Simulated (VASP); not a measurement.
HfTi, 2 atoms in the cell. It takes space group P-6m2 (No. 187, hexagonal). The conventional cell has a = 3.107 Å, b = 3.107 Å, c = 4.861 Å, α = 90.00°, β = 90.00°, γ = 120.00°. Within 4.0 Å of Hf (site symmetry -6m2) lie 6 Ti at 3.02 Å and 6 Hf at 3.11 Å. Ti (site symmetry -6m2) has 6 Hf at 3.02 Å and 6 Ti at 3.11 Å within 4.0 Å. 

* Program: VASP 6.6.1
* Task: single point
* Functional: PBEsol
* Potentials or basis: VASP PAW PBE potentials, release 64 (Hf_pv, Ti_sv)
* Cutoff: 520 eV
* k mesh: 11 × 11 × 6
* Occupations: fermi-dirac, width 0.1 eV
* Spin: no spin polarisation
* Dipole correction: no
* Further INCAR settings: ALGO = Normal; EDIFF = 1e-06; NBANDS = 18

Potentials or basis: VASP PAW PBE potentials, release 64 (Hf_pv, Ti_sv).

The run is started by

```sh
$ cat potpaw_PBE.64/Hf_pv/POTCAR potpaw_PBE.64/Ti_sv/POTCAR > POTCAR
$ mpirun -np 1 vasp_std > vasp.out
```

Hardware: 1 thread of Intel(R) Xeon(R) Platinum 8488C (Sapphire Rapids) (shared host).

**Question.** How long does it take, and how much memory?

**Answer.** Wall time 21 s on 1 thread of Intel(R) Xeon(R) Platinum 8488C (Sapphire Rapids), with other jobs on the host, peak memory 0.19 GiB. Counts: scf iterations 16, k points 64.
